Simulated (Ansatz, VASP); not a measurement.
## Na2IF in VASP and in Ansatz

```
F I Na
1.0
     2.09183    1.20772    6.71227
    -2.09183    1.20772    6.71227
     0.00000   -2.41544    6.71227
F I Na
1 1 2
Direct
  0.00000 0.00000 0.00000
  0.50000 0.50000 0.50000
  0.26988 0.26988 0.26988
  0.73012 0.73012 0.73012
```

Change from the starting cell: hydrostatic strain +4.7%.

Alike in both runs: task single point; functional PBE; k mesh 8 × 8 × 8; occupations fermi-dirac, width 0.02 eV; no spin polarisation.

|  | VASP | Ansatz |
| --- | --- | --- |
| version | VASP 6.6.1 | Ansatz 0.2.0 |
| potentials or method | VASP PAW PBE potentials, release 64 (F, I, Na_pv) | plane waves, PAW |
| plane-wave cutoff (eV) | 520 | 420 |
| valence electrons in the cell | 28 | 42 |

|  | VASP | Ansatz | Ansatz less VASP |
| --- | --- | --- | --- |
| gap on the k mesh at the Fermi level (eV) | 2.11 | 2.12 | +0.006 |
| pressure (GPa) | -1.7 | -1.7 | +0.04 |
| traceless stress, the component that is largest in VASP (GPa) | 0.44 | 0.43 | -0.008 |
| rms of the force components (eV/Å) | 0.005 | 0.005 | +0.0003 |

Atom by atom the forces differ by 0.000 eV/Å (rms over components). VASP's potentials hold 28 valence electrons a cell and Ansatz's 42, so a difference there can come from the potentials and not from the codes.

Neither program's run includes spin-orbit coupling.
